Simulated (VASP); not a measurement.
Cu3N:

```
Cu N
1.0
     3.80700    0.00000    0.00000
     0.00000    3.80700    0.00000
     0.00000    0.00000    3.80700
Cu N
3 1
Cartesian
  1.9035 0.0000 0.0000
  0.0000 1.9035 0.0000
  0.0000 0.0000 1.9035
  0.0000 0.0000 0.0000
```

| Property | Result |
| --- | --- |
| Program | VASP 6.6.1 |
| Task | relaxation of cell and atoms |
| Functional | LDA |
| Potentials or basis | VASP PAW LDA potentials, release 64 (Cu, N) |
| Cutoff | 600 eV |
| k mesh | 8 × 8 × 8 |
| Occupations | fermi-dirac, width 0.1 eV |
| Spin | no spin polarisation |

At the start: pressure -8.1 GPa; volume 13.79 Å³/atom.

How do energy, volume and symmetry change on relaxing?

Over 3 steps the energy falls by 22.6 meV/atom and the volume is 12.95 Å³/atom (-6.1 %); space group Pm-3m (No. 221, to 0.1 Å) before and after.

The path:
```csv
step,energy change (eV),largest force (eV/Å),pressure (GPa),volume (Å³)
1,0.0000,0.0000,-8.08,55.18
2,-0.0536,0.0000,6.23,49.80
3,-0.0905,0.0000,-0.05,51.79
```

Final structure:
```
Cu N
1.0
     3.72749    0.00000    0.00000
     0.00000    3.72749    0.00000
     0.00000    0.00000    3.72749
Cu N
3 1
Direct
  0.50000 0.00000 0.00000
  0.00000 0.50000 0.00000
  0.00000 0.00000 0.50000
  0.00000 0.00000 0.00000
```
